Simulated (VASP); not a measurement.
# La (Pm-3m) in VASP: a series of runs

La is run at these levels: LDA; tasks: single point, relaxation of cell and atoms.

Program: VASP 6.6.1. These are calculated values, not measurements. Logs are shortened: lines on timing, memory, paths and dates and some standing lists are left out, and cuts for length are marked.

## Step 1: The cell of the first run

Symmetry: Pm-3m, No. 221, cubic system. Conventional cell: a = 3.176 Å, b = 3.176 Å, c = 3.176 Å, α = 90.00°, β = 90.00°, γ = 90.00°. Within 4.2 Å of La (site symmetry m-3m) lie 6 La at 3.18 Å.

This isn't the form of La at room conditions, which is double hcp.

## Step 2: Single point, LDA (32.03 Å³/atom)

Contents of INCAR:

```
PREC = Accurate
ENCUT = 520
EDIFF = 1E-6
ISMEAR = -1
SIGMA = 0.05
LREAL = False
LASPH = True
NELM = 60
ALGO = Normal
ISIF = 2
LWAVE = False
LCHARG = False
GGA = CA
NBANDS = 12
```

Contents of KPOINTS:

```
Automatic mesh
0
Gamma
  13 13 13
```

Contents of POSCAR:

```
La
1.0
    3.1759406343      0.0000000000      0.0000000000
    0.0000000000      3.1759406343      0.0000000000
    0.0000000000      0.0000000000      3.1759406343
La
1
Direct
    0.0000000000      0.0000000000      0.0000000000
```

Potentials or basis: VASP PAW LDA potentials, release 64 (La).

The run is started by

```sh
$ cat potpaw_LDA.64/La/POTCAR > POTCAR
$ mpirun -np 1 vasp_std > vasp.out
```

OUTCAR:

```text
PREC = Accurate
   ENCUT = 520
   EDIFF = 1E-6
   ISMEAR = -1
   LREAL = False
   LASPH = True
   NELM = 60
   ISIF = 2
   GGA = CA

 ion  position               nearest neighbor table
   1  0.000  0.000  0.000-

  LATTYP: Found a simple cubic cell.
 ALAT       =     3.1759406343

  Lattice vectors:

 A1 = (   3.1759406343,   0.0000000000,   0.0000000000)
 A2 = (   0.0000000000,   3.1759406343,   0.0000000000)
 A3 = (   0.0000000000,   0.0000000000,   3.1759406343)

Analysis of symmetry for initial positions (statically):
=====================================================================
 Subroutine PRICEL returns:
 Original cell was already a primitive cell.

 Routine SETGRP: Setting up the symmetry group for a
 simple cubic supercell.

 Subroutine GETGRP returns: Found 48 space group operations
 (whereof 48 operations were pure point group operations)
 out of a pool of 48 trial point group operations.

The static configuration has the point symmetry O_h .

Analysis of symmetry for dynamics (positions and initial velocities):
=====================================================================
 Subroutine PRICEL returns:
 Original cell was already a primitive cell.

 Routine SETGRP: Setting up the symmetry group for a
 simple cubic supercell.

 Subroutine GETGRP returns: Found 48 space group operations
 (whereof 48 operations were pure point group operations)
 out of a pool of 48 trial point group operations.

The dynamic configuration has the point symmetry O_h .

 Subroutine INISYM returns: Found 48 space group operations
 (whereof 48 operations are pure point group operations),
 and found     1 'primitive' translations

----------------------------------------------------------------------------------------

                                     Primitive cell

  volume of cell :      32.0344

  direct lattice vectors                    reciprocal lattice vectors
     3.175940634  0.000000000  0.000000000     0.314867346  0.000000000  0.000000000
     0.000000000  3.175940634  0.000000000     0.000000000  0.314867346  0.000000000
     0.000000000  0.000000000  3.175940634     0.000000000  0.000000000  0.314867346

  length of vectors
     3.175940634  3.175940634  3.175940634     0.314867346  0.314867346  0.314867346

  position of ions in fractional coordinates (direct lattice)
     0.000000000  0.000000000  0.000000000

  ion indices of the primitive-cell ions
   primitive index   ion index
                 1           1

----------------------------------------------------------------------------------------

 KPOINTS: Automatic mesh

Automatic generation of k-mesh.
 Grid dimensions read from file:
 generate k-points for:   13   13   13

 Generating k-lattice:

  Cartesian coordinates                     Fractional coordinates (reciprocal lattice)
     0.024220565  0.000000000  0.000000000     0.076923077  0.000000000  0.000000000
     0.000000000  0.024220565  0.000000000     0.000000000  0.076923077  0.000000000
     0.000000000  0.000000000  0.024220565     0.000000000  0.000000000  0.076923077

  Length of vectors
     0.024220565  0.024220565  0.024220565

  Shift w.r.t. Gamma in fractional coordinates (k-lattice)
     0.000000000  0.000000000  0.000000000

 Subroutine IBZKPT returns following result:
 ===========================================

 Found     84 irreducible k-points:

 Following reciprocal coordinates:
            Coordinates               Weight
  0.000000  0.000000  0.000000      1.000000
  0.076923  0.000000  0.000000      6.000000
  0.153846  0.000000  0.000000      6.000000
  0.230769  0.000000  0.000000      6.000000
  0.307692  0.000000  0.000000      6.000000
  0.384615  0.000000  0.000000      6.000000
[... 16 lines left out ...]
  0.307692  0.307692  0.000000     12.000000
  0.384615  0.307692  0.000000     24.000000
 [... further k-points ...]
   k-points           NKPTS =     84   k-points in BZ     NKDIM =     84   number of bands    NBANDS=     12
   number of dos      NEDOS =    301   number of ions     NIONS =      1
   total plane-waves  NPLWV =  13824
   dimension x,y,z NGX =    24 NGY =   24 NGZ =   24
   dimension x,y,z NGXF=    48 NGYF=   48 NGZF=   48
   ions per type =               1
   NGX,Y,Z   is equivalent  to a cutoff of  12.56, 12.56, 12.56 a.u.
   NGXF,Y,Z  is equivalent  to a cutoff of  25.13, 25.13, 25.13 a.u.
 SYSTEM =  unknown system
   PREC   = accura    normal or accurate (medium, high low for compatibility)
   ISTART =      0    job   : 0-new  1-cont  2-samecut
   ICHARG =      2    charge: 1-file 2-atom 10-const
   ISPIN  =      1    spin polarized calculation?
   LNONCOLLINEAR =      F non collinear calculations
   LSORBIT =      F    spin-orbit coupling
   LASPH  =      T    aspherical Exc in radial PAW
   ENCUT  =  520.0 eV  38.22 Ry    6.18 a.u.   5.91  5.91  5.91*2*pi/ulx,y,z
   NELM   =     60;   NELMIN=  2; NELMDL= -5     # of ELM steps
   EDIFF  = 0.1E-05   stopping-criterion for ELM
   LREAL  =      F    real-space projection
[... 7 lines left out ...]
   TEBEG  =    0.0;   TEEND  =   0.0 temperature during run
   PSTRESS=    0.0 pullay stress
   NELECT =      11.0000    total number of electrons
   NUPDOWN=      -1.0000    fix difference up-down
   EMIN   =  10.00;   EMAX   =-10.00  energy-range for DOS
   EFERMI =   0.00;   METHOD = LEGACY
   ISMEAR =    -1;   SIGMA  =   0.05  broadening in eV -4-tet -1-fermi 0-gaus
   EFERMI_NEDOS =   21; number of points for ismear=-14 and -15
   IALGO  =     38    algorithm
   IMIX   =      4    mixing-type and parameters
     AMIX     =   0.40;   BMIX     =  1.00
     AMIX_MAG =   1.60;   BMIX_MAG =  1.00
  volume/ion in A,a.u.               =      32.03       216.18
  Fermi-wavevector in a.u.,A,eV,Ry     =   1.146393  2.166368 17.880992  1.314216
  Thomas-Fermi vector in A             =   2.283077
   LORBIT       =      0    0 simple, 1 ext, 2 COOP (PROOUT), +10 PAW based schemes
   GGA     = CA    functional components
   LHFCALC =     F    Hartree Fock is set to
   AEXX    =    0.0000 exact exchange contribution
   IVDW    =     0    specifies the selected vdW correction
   LEPSILON=     F    determine dielectric tensor
   LRPA    =     F    only Hartree local field effects (RPA)
 non-spin polarized calculation
  energy-cutoff  :      520.00
  volume of cell :       32.03
 maximum number of plane-waves:       882
 NGX is ok and might be reduce to    24
   NGX = 11   NGY = 11   NGZ = 11

 number of electron      10.9999999 magnetization

 Free energy of the ion-electron system (eV)
  ---------------------------------------------------
  ext. energy  EPLUGINS =         0.00000000
  ---------------------------------------------------
  free energy    TOTEN  =        -5.14209597 eV

  energy without entropy =       -5.12390262  energy(sigma->0) =       -5.13299930

 E-fermi :   8.9971     XC(G=0): -10.3144

 val. band max:        8.9933458053   @ k =   0.3846   0.1538   0.0000
 cond. band min:       8.9993816615   @ k =   0.3077   0.2308   0.0769
 fundamental gap:      0.0060358561
 Fermi energy:         8.9970613973

 k-point     1 :       0.0000    0.0000    0.0000
  band No.  band energies     occupation
      1     -23.9346      2.00000
      2      -6.2262      2.00000
      3      -6.2262      2.00000
      4      -6.2262      2.00000
      5       6.3277      2.00000
      6       7.6462      2.00000
      7       7.6462      2.00000
      8      11.0161      0.00000
      9      11.0161      0.00000
     10      11.0161      0.00000
     11      11.3148      0.00000
     12      11.3148      0.00000

 k-point     2 :       0.0769    0.0000    0.0000
  band No.  band energies     occupation
      1     -23.9141      2.00000
      2      -6.4186      2.00000
      3      -6.2099      2.00000
      4      -6.2099      2.00000
      5       6.4933      2.00000
      6       7.6882      2.00000
      7       7.8923      2.00000
      8      10.9929      0.00000
      9      11.0250      0.00000
     10      11.0250      0.00000
     11      11.3040      0.00000
     12      11.3198      0.00000

 k-point     3 :       0.1538    0.0000    0.0000
  band No.  band energies     occupation
      1     -23.8565      2.00000
      2      -6.9173      2.00000
      3      -6.1644      2.00000
      4      -6.1644      2.00000
      5       6.8463      2.00000
      6       7.8101      2.00000
      7       8.6682      1.99722
      8      10.9238      0.00000
      9      11.0509      0.00000
     10      11.0509      0.00000
     11      11.1845      0.00000
     12      11.3367      0.00000
[... 286 lines left out ...]
 k-point    23 :       0.3077    0.3077    0.0000
  band No.  band energies     occupation
      1     -23.4349      2.00000
      2      -7.9212      2.00000
      3      -7.8598      2.00000
      4      -5.8396      2.00000
      5       7.8051      2.00000
      6       8.8047      1.95823
      7      10.6207      0.00000
      8      10.8722      0.00000
      9      10.9607      0.00000
     10      11.2278      0.00000
     11      11.2756      0.00000
     12      11.3440      0.00000

 k-point    24 :       0.3846    0.3077    0.0000
  band No.  band energies     occupation
      1     -23.3588      2.00000
      2      -8.3476      2.00000
      3      -7.8051      2.00000
      4      -5.7827      2.00000
      5       7.3475      2.00000
      6       9.0362      0.62750
      7      10.5411      0.00000
      8      10.8253      0.00000
      9      11.0908      0.00000
     10      11.2394      0.00000
     11      11.2941      0.00000
     12      11.4175      0.00000

 [... further k-points ...]

------------------------ aborting loop because EDIFF is reached ----------------------------------------

  FORCE on cell =-STRESS in cart. coord.  units (eV):
  Direction    XX          YY          ZZ          XY          YZ          ZX
  --------------------------------------------------------------------------------------
  -------------------------------------------------------------------------------------
  Total       -0.0312673     -0.0312673     -0.0312673      0.0000000      0.0000000      0.0000000
  in kB       -1.5638092     -1.5638092     -1.5638092      0.0000000      0.0000000      0.0000000
  external PRESSURE =      -1.5638092 kB  Pullay stress =       0.0000000 kB

 VOLUME and BASIS-vectors are now :
 -----------------------------------------------------------------------------
  energy-cutoff  :      520.00
  volume of cell :       32.03
      direct lattice vectors                 reciprocal lattice vectors
     3.175940634  0.000000000  0.000000000     0.314867346  0.000000000  0.000000000
     0.000000000  3.175940634  0.000000000     0.000000000  0.314867346  0.000000000
     0.000000000  0.000000000  3.175940634     0.000000000  0.000000000  0.314867346

 POSITION                                       TOTAL-FORCE (eV/Angst)
 -----------------------------------------------------------------------------------
      0.00000      0.00000      0.00000         0.000000      0.000000      0.000000
 -----------------------------------------------------------------------------------
    total drift:                               -0.000000     -0.000000      0.000000

  FREE ENERGIE OF THE ION-ELECTRON SYSTEM (eV)
  ---------------------------------------------------
  free  energy   TOTEN  =        -5.1420959750 eV

  energy  without entropy=       -5.1239026243  energy(sigma->0) =       -5.13299930
```

Wall time 29 s (1 thread of Intel Xeon 8259CL, shared host); peak memory 0.16 GiB.

What came out:

- Free energy: -5.1421 eV
- Pressure: -0.2 GPa
- Band gap on the k mesh: zero (an odd number of electrons rules out a gap without spin polarisation)

Levels at points of the mesh, in eV from the Fermi level:
```
           k point  band 3  band 4  band 5  band 6  band 7  band 8
(0.00, 0.00, 0.00)  -15.22  -15.22   -2.67   -1.35   -1.35    2.02
```

Caveat: spin-orbit coupling is left out, which moves the levels of the heavy elements.

## Step 3: Relaxation of cell and atoms, LDA

This run uses another cell than the first one, of 35.00 Å³/atom.

Contents of INCAR:

```
PREC = Accurate
ENCUT = 600
EDIFF = 1E-6
ISMEAR = -1
SIGMA = 0.05
LREAL = False
LASPH = True
NELM = 60
ALGO = Normal
ISIF = 3
LWAVE = False
LCHARG = False
IBRION = 2
NSW = 60
EDIFFG = -0.005
```

Contents of KPOINTS:

```
regular mesh
0
Gamma
  13 13 13
```

Contents of POSCAR:

```
La
1.0
    3.2710862480      0.0000000000      0.0000000000
    0.0000000000      3.2710862480      0.0000000000
    0.0000000000      0.0000000000      3.2710862480
La
1
Direct
    0.0000000000      0.0000000000      0.0000000000
```

Potentials or basis: VASP PAW LDA potentials, release 64 (La).

The run is started by

```sh
$ cat potpaw_LDA.64/La/POTCAR > POTCAR
$ mpirun -np 1 vasp_std > vasp.out
```

Wall time 2.1 min (1 thread of Intel Xeon 8259CL, shared host); peak memory 0.19 GiB.

The run converged. Its results:

```yaml
Free_energy: -5.1424 eV
Relaxed_volume: 31.90 Å³/atom
Relaxed_cell: a = 3.172 Å, b = 3.172 Å, c = 3.172 Å, α = 90.00°, β = 90.00°, γ = 90.00°
Space_group_after_relaxing_to_0.1_Å: Pm-3m (No. 221)
Energy_gained_by_relaxing: 26.3 meV/atom
Ionic_steps: 3
Pressure_after_relaxing: 0.0 GPa
Band_gap_on_the_k_mesh: zero (an odd number of electrons rules out a gap without spin polarisation)
```

Step by step:
```tsv
step	energy change (eV)	largest force (eV/Å)	pressure (GPa)	volume (Å³)
1	0.0000	0.0000	-2.54	35.00
2	-0.0258	0.0000	-0.37	32.27
3	-0.0263	0.0000	-0.02	31.90
```

Final structure:
```yaml
crystal:
  lattice:
    - [3.17156, 0.00000, 0.00000]
    - [0.00000, 3.17156, 0.00000]
    - [0.00000, 0.00000, 3.17156]
  atoms:
    - { symbol: La, position: [0.00000, 0.00000, 0.00000] }
```

Levels at points of the mesh, in eV from the Fermi level:
```
           k point  band 3  band 4  band 5  band 6  band 7  band 8
(0.00, 0.00, 0.00)  -15.21  -15.21   -2.66   -1.36   -1.36    2.03
```

Caveat: spin-orbit coupling is left out, which moves the levels of the heavy elements.
